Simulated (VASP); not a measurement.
# Ta (P6/mmm) in VASP: notebook

Runs on Ta. Level: PBE. Tasks: single point.

Program: VASP 6.6.1. These are calculated values, not measurements. Logs are shortened: lines on timing, memory, paths and dates and some standing lists are left out, and cuts for length are marked.

## 1. The cell of the first run

Symmetry: P6/mmm, No. 191, hexagonal system. Conventional cell: a = 4.043 Å, b = 4.043 Å, c = 2.316 Å, α = 90.00°, β = 90.00°, γ = 120.00°. Ta (site symmetry 6/mmm) has 14 Ta at 2.32 to 2.61 Å within 3.1 Å. Within 3.1 Å of Ta (site symmetry -6m2) lie 11 Ta at 2.32 to 2.61 Å.

## 2. Single point, PBE

INCAR reads:

```
PREC = Accurate ; ENCUT = 520
EDIFF = 1E-6 ; ISMEAR = -1
SIGMA = 0.05 ; LREAL = F
LASPH = T ; NELM = 80
ALGO = Normal ; ISIF = 2
LWAVE = F ; LCHARG = F
GGA = PE ; NBANDS = 24
```

KPOINTS reads:

```
Automatic mesh
0
Gamma
  9 9 13
```

POSCAR reads:

```
Ta
1.0
    4.0429909607      0.0000000000      0.0000000000
   -2.0214954804      3.5013328792      0.0000000000
    0.0000000000      0.0000000000      2.3155906412
Ta
3
Direct
    0.0000000000      0.0000000000      0.0000000000
    0.3333333333      0.6666666667      0.5000000000
    0.6666666667      0.3333333333      0.5000000000
```

Potentials or basis: VASP PAW PBE potentials, release 64 (Ta_pv).

Run with:

```
$ cat potpaw_PBE.64/Ta_pv/POTCAR > POTCAR
$ mpirun -np 1 vasp_std > vasp.out
```

OUTCAR:

```text
PREC = Accurate
   ENCUT = 520
   EDIFF = 1E-6
   ISMEAR = -1
   LREAL = F
   LASPH = T
   NELM = 80
   ISIF = 2
   GGA = PE

 ion  position               nearest neighbor table
   1  0.000  0.000  0.000-   2 2.61   3 2.61   2 2.61   3 2.61   2 2.61   2 2.61   3 2.61   3 2.61
                             3 2.61   3 2.61   2 2.61   2 2.61
   2  0.333  0.667  0.500-   3 2.33   3 2.33   3 2.33   1 2.61   1 2.61   1 2.61   1 2.61   1 2.61
                             1 2.61   3 3.29   3 3.29   3 3.29   3 3.29   3 3.29   3 3.29
   3  0.667  0.333  0.500-   2 2.33   2 2.33   2 2.33   1 2.61   1 2.61   1 2.61   1 2.61   1 2.61
                             1 2.61   2 3.29   2 3.29   2 3.29   2 3.29   2 3.29   2 3.29

  LATTYP: Found a hexagonal cell.
 ALAT       =     4.0429909607
 C/A-ratio  =     0.5727419783

  Lattice vectors:

 A1 = (   4.0429909607,   0.0000000000,   0.0000000000)
 A2 = (  -2.0214954804,   3.5013328792,   0.0000000000)
 A3 = (   0.0000000000,   0.0000000000,   2.3155906412)

Analysis of symmetry for initial positions (statically):
=====================================================================
 Subroutine PRICEL returns:
 Original cell was already a primitive cell.

 Routine SETGRP: Setting up the symmetry group for a
 hexagonal supercell.

 Subroutine GETGRP returns: Found 24 space group operations
 (whereof 24 operations were pure point group operations)
 out of a pool of 24 trial point group operations.

The static configuration has the point symmetry D_6h.

Analysis of symmetry for dynamics (positions and initial velocities):
=====================================================================
 Subroutine PRICEL returns:
 Original cell was already a primitive cell.

 Routine SETGRP: Setting up the symmetry group for a
 hexagonal supercell.

 Subroutine GETGRP returns: Found 24 space group operations
 (whereof 24 operations were pure point group operations)
 out of a pool of 24 trial point group operations.

The dynamic configuration has the point symmetry D_6h.

 Subroutine INISYM returns: Found 24 space group operations
 (whereof 24 operations are pure point group operations),
 and found     1 'primitive' translations

----------------------------------------------------------------------------------------

                                     Primitive cell

  volume of cell :      32.7792

  direct lattice vectors                    reciprocal lattice vectors
     4.042990961  0.000000000  0.000000000     0.247341636  0.142802760  0.000000000
    -2.021495480  3.501332879  0.000000000     0.000000000  0.285605521  0.000000000
     0.000000000  0.000000000  2.315590641     0.000000000  0.000000000  0.431855261

  length of vectors
     4.042990961  4.042990961  2.315590641     0.285605521  0.285605521  0.431855261

  position of ions in fractional coordinates (direct lattice)
     0.000000000  0.000000000  0.000000000
     0.333333333  0.666666667  0.500000000
     0.666666667  0.333333333  0.500000000

  ion indices of the primitive-cell ions
   primitive index   ion index
                 1           1
                 2           2
                 3           3

----------------------------------------------------------------------------------------

 KPOINTS: Automatic mesh

Automatic generation of k-mesh.
 Grid dimensions read from file:
 generate k-points for:    9    9   13

 Generating k-lattice:

  Cartesian coordinates                     Fractional coordinates (reciprocal lattice)
     0.027482404  0.015866973  0.000000000     0.111111111 -0.000000000  0.000000000
     0.000000000  0.031733947  0.000000000     0.000000000  0.111111111  0.000000000
     0.000000000  0.000000000  0.033219635     0.000000000  0.000000000  0.076923077

  Length of vectors
     0.031733947  0.031733947  0.033219635

  Shift w.r.t. Gamma in fractional coordinates (k-lattice)
     0.000000000  0.000000000  0.000000000

 Subroutine IBZKPT returns following result:
 ===========================================

 Found     84 irreducible k-points:

 Following reciprocal coordinates:
            Coordinates               Weight
  0.000000  0.000000  0.000000      1.000000
  0.111111  0.000000  0.000000      6.000000
  0.222222  0.000000  0.000000      6.000000
  0.333333  0.000000  0.000000      6.000000
  0.444444  0.000000  0.000000      6.000000
  0.111111  0.111111  0.000000      6.000000
[... 16 lines left out ...]
  0.333333  0.222222  0.076923     24.000000
  0.333333  0.333333  0.076923      4.000000
 [... further k-points ...]
   k-points           NKPTS =     84   k-points in BZ     NKDIM =     84   number of bands    NBANDS=     24
   number of dos      NEDOS =    301   number of ions     NIONS =      3
   total plane-waves  NPLWV =  16200
   dimension x,y,z NGX =    30 NGY =   30 NGZ =   18
   dimension x,y,z NGXF=    60 NGYF=   60 NGZF=   36
   ions per type =               3
   NGX,Y,Z   is equivalent  to a cutoff of  12.34, 12.34, 12.92 a.u.
   NGXF,Y,Z  is equivalent  to a cutoff of  24.67, 24.67, 25.85 a.u.
 SYSTEM =  unknown system
   PREC   = accura    normal or accurate (medium, high low for compatibility)
   ISTART =      0    job   : 0-new  1-cont  2-samecut
   ICHARG =      2    charge: 1-file 2-atom 10-const
   ISPIN  =      1    spin polarized calculation?
   LNONCOLLINEAR =      F non collinear calculations
   LSORBIT =      F    spin-orbit coupling
   LASPH  =      T    aspherical Exc in radial PAW
   ENCUT  =  520.0 eV  38.22 Ry    6.18 a.u.   7.52  7.52  4.31*2*pi/ulx,y,z
   NELM   =     80;   NELMIN=  2; NELMDL= -5     # of ELM steps
   EDIFF  = 0.1E-05   stopping-criterion for ELM
   LREAL  =      F    real-space projection
   EDIFFG = 0.1E-04   stopping-criterion for IOM
   NSW    =      0    number of steps for IOM
   IBRION =     -1    ionic relax: 0-MD 1-quasi-New 2-CG
   NFREE  =      0    steps in history (QN), initial steepest desc. (CG)
   ISIF   =      2    stress and relaxation
   ISYM   =      2    0-nonsym 1-usesym 2-fastsym
   POTIM  = 0.5000    time-step for ionic-motion
   TEBEG  =    0.0;   TEEND  =   0.0 temperature during run
   PSTRESS=    0.0 pullay stress
   NELECT =      33.0000    total number of electrons
   NUPDOWN=      -1.0000    fix difference up-down
   EMIN   =  10.00;   EMAX   =-10.00  energy-range for DOS
   EFERMI =   0.00;   METHOD = LEGACY
   ISMEAR =    -1;   SIGMA  =   0.05  broadening in eV -4-tet -1-fermi 0-gaus
   EFERMI_NEDOS =   21; number of points for ismear=-14 and -15
   IALGO  =     38    algorithm
   IMIX   =      4    mixing-type and parameters
     AMIX     =   0.40;   BMIX     =  1.00
     AMIX_MAG =   1.60;   BMIX_MAG =  1.00
  volume/ion in A,a.u.               =      10.93        73.73
  Fermi-wavevector in a.u.,A,eV,Ry     =   1.640767  3.100599 36.628452  2.692115
  Thomas-Fermi vector in A             =   2.731350
   LORBIT       =      0    0 simple, 1 ext, 2 COOP (PROOUT), +10 PAW based schemes
   GGA     = PE    functional components
[... 5 lines left out ...]
 non-spin polarized calculation
  energy-cutoff  :      520.00
  volume of cell :       32.78
 maximum number of plane-waves:       904
 NGX is ok and might be reduce to    30
   NGX = 15   NGY = 15   NGZ =  9

 number of electron      33.0000014 magnetization

 Free energy of the ion-electron system (eV)
  ---------------------------------------------------
  ext. energy  EPLUGINS =         0.00000000
  ---------------------------------------------------
  free energy    TOTEN  =       -21.85235753 eV

  energy without entropy =      -21.84338184  energy(sigma->0) =      -21.84786969

 E-fermi :  11.0102     XC(G=0): -15.4048

 val. band max:       11.0078632997   @ k =   0.2222   0.0000   0.0000
 cond. band min:      11.0116941430   @ k =   0.2222   0.2222   0.4615
 fundamental gap:      0.0038308432
 Fermi energy:        11.0101823995

 k-point     1 :       0.0000    0.0000    0.0000
  band No.  band energies     occupation
      1     -24.8733      2.00000
      2     -24.8733      2.00000
      3     -23.9464      2.00000
      4     -23.9464      2.00000
      5     -21.2770      2.00000
      6     -20.8624      2.00000
[... 16 lines left out ...]
     23      15.2209      0.00000
     24      22.6400      0.00000

 k-point     2 :       0.1111    0.0000    0.0000
  band No.  band energies     occupation
      1     -25.0863      2.00000
      2     -24.9926      2.00000
      3     -23.6687      2.00000
      4     -23.6136      2.00000
      5     -21.2432      2.00000
      6     -21.1069      2.00000
[... 16 lines left out ...]
     23      16.3210      0.00000
     24      21.7905      0.00000

 k-point     3 :       0.2222    0.0000    0.0000
  band No.  band energies     occupation
      1     -25.4196      2.00000
      2     -25.0432      2.00000
      3     -23.1489      2.00000
      4     -22.9721      2.00000
      5     -21.7550      2.00000
      6     -21.1464      2.00000
[... 16 lines left out ...]
     23      17.7743      0.00000
     24      20.0004      0.00000

 k-point     4 :       0.3333    0.0000    0.0000
  band No.  band energies     occupation
      1     -25.6779      2.00000
      2     -24.8371      2.00000
      3     -22.6087      2.00000
      4     -22.6039      2.00000
      5     -22.3540      2.00000
      6     -21.2654      2.00000
[... 16 lines left out ...]
     23      18.5744      0.00000
     24      19.2345      0.00000

 k-point     5 :       0.4444    0.0000    0.0000
  band No.  band energies     occupation
      1     -25.8144      2.00000
      2     -24.4015      2.00000
      3     -23.4211      2.00000
      4     -22.1308      2.00000
      5     -21.9762      2.00000
      6     -21.5620      2.00000
[... 451 lines left out ...]
 k-point    22 :       0.2222    0.2222    0.0769
  band No.  band energies     occupation
      1     -25.3979      2.00000
      2     -24.9900      2.00000
      3     -23.1042      2.00000
      4     -22.2322      2.00000
      5     -22.1837      2.00000
      6     -21.2724      2.00000
[... 16 lines left out ...]
     23      19.1243      0.00000
     24      19.4070      0.00000

 k-point    23 :       0.3333    0.2222    0.0769
  band No.  band energies     occupation
      1     -25.4002      2.00000
      2     -24.6575      2.00000
      3     -23.8548      2.00000
      4     -21.9363      2.00000
      5     -21.8755      2.00000
      6     -21.4107      2.00000
[... 16 lines left out ...]
     23      18.6875      0.00000
     24      19.8744      0.00000

 k-point    24 :       0.3333    0.3333    0.0769
  band No.  band energies     occupation
      1     -25.2316      2.00000
      2     -24.4274      2.00000
      3     -24.4274      2.00000
      4     -21.8109      2.00000
      5     -21.8109      2.00000
      6     -21.4009      2.00000
[... 16 lines left out ...]
     23      17.7331      0.00000
     24      19.1686      0.00000

 [... further k-points ...]

------------------------ aborting loop because EDIFF is reached ----------------------------------------

  FORCE on cell =-STRESS in cart. coord.  units (eV):
  Direction    XX          YY          ZZ          XY          YZ          ZX
  --------------------------------------------------------------------------------------
  -------------------------------------------------------------------------------------
  Total       57.0182043     57.0182043     57.3476836     -0.0000000     -0.0000000      0.0000000
  in kB     2786.9306413   2786.9306412   2803.0348972     -0.0000000     -0.0000000      0.0000000
  external PRESSURE =    2792.2987266 kB  Pullay stress =       0.0000000 kB

 VOLUME and BASIS-vectors are now :
 -----------------------------------------------------------------------------
  energy-cutoff  :      520.00
  volume of cell :       32.78
      direct lattice vectors                 reciprocal lattice vectors
     4.042990961  0.000000000  0.000000000     0.247341636  0.142802760  0.000000000
    -2.021495480  3.501332879  0.000000000     0.000000000  0.285605521  0.000000000
     0.000000000  0.000000000  2.315590641     0.000000000  0.000000000  0.431855261

 POSITION                                       TOTAL-FORCE (eV/Angst)
 -----------------------------------------------------------------------------------
      0.00000      0.00000      0.00000        -0.000000      0.000000      0.000000
     -0.00000      2.33422      1.15780        -0.000000      0.000000      0.000000
      2.02150      1.16711      1.15780         0.000000      0.000000      0.000000
 -----------------------------------------------------------------------------------
    total drift:                               -0.000000      0.000000      0.000000

  FREE ENERGIE OF THE ION-ELECTRON SYSTEM (eV)
  ---------------------------------------------------
  free  energy   TOTEN  =       -21.8523575307 eV

  energy  without entropy=      -21.8433818446  energy(sigma->0) =      -21.84786969
```

It took 41 s on 1 thread of Intel Xeon Platinum 8375C at 2.90GHz (Ice Lake), shared host; peak memory 0.18 GiB.

What came out:

- Free energy: -21.8524 eV
- Pressure: 279.2 GPa

Stress tensor (GPa, compression positive):
```
278.69   0.00   0.00
  0.00 278.69   0.00
  0.00   0.00 280.30
```

Caveat: spin-orbit coupling is left out, which moves the levels of the heavy elements.

## 3. Single point, PBE

This run uses another cell than the first one, of 10.97 Å³/atom, 1.004 times its volume.

INCAR reads:

```
  ALGO = Normal
  EDIFF = 1E-6
  ENCUT = 520
  GGA = PE
  ISIF = 2
  ISMEAR = -1
  LASPH = True
  LCHARG = False
  LREAL = False
  LWAVE = False
  NBANDS = 24
  NELM = 100
  PREC = Accurate
  SIGMA = 0.05
```

KPOINTS reads:

```
k-points
0
Gamma
  9 9 13
```

POSCAR reads:

```
Ta
1.0
    4.0473393231      0.0000000000      0.0000000000
   -2.0236696616      3.5050986716      0.0000000000
    0.0000000000      0.0000000000      2.3193183419
Ta
3
Direct
    0.0000000000      0.0000000000      0.0000000000
    0.3333333333      0.6666666667      0.5000000000
    0.6666666667      0.3333333333      0.5000000000
```

Potentials or basis: VASP PAW PBE potentials, release 64 (Ta_pv).

Run with:

```
$ cat potpaw_PBE.64/Ta_pv/POTCAR > POTCAR
$ mpirun -np 1 vasp_std > vasp.out
```

Wall time 39 s (1 thread of Intel Xeon Platinum 8375C at 2.90GHz (Ice Lake), shared host); peak memory 0.18 GiB.

It converged, with:

```
Free energy : -22.0660 eV
Pressure    : 275.1 GPa
```

Stress tensor (GPa, compression positive):
```
274.90   0.00   0.00
  0.00 274.90   0.00
  0.00   0.00 275.63
```

Levels at points of the mesh, in eV from the Fermi level:
```csv
k point,band 15,band 16,band 17,band 18,band 19,band 20
"(0.00, 0.00, 0.00)",-1.43,-1.33,-1.33,0.62,0.62,4.03
```

Caveat: spin-orbit coupling is left out, which moves the levels of the heavy elements.

[end of part 1 of 2]
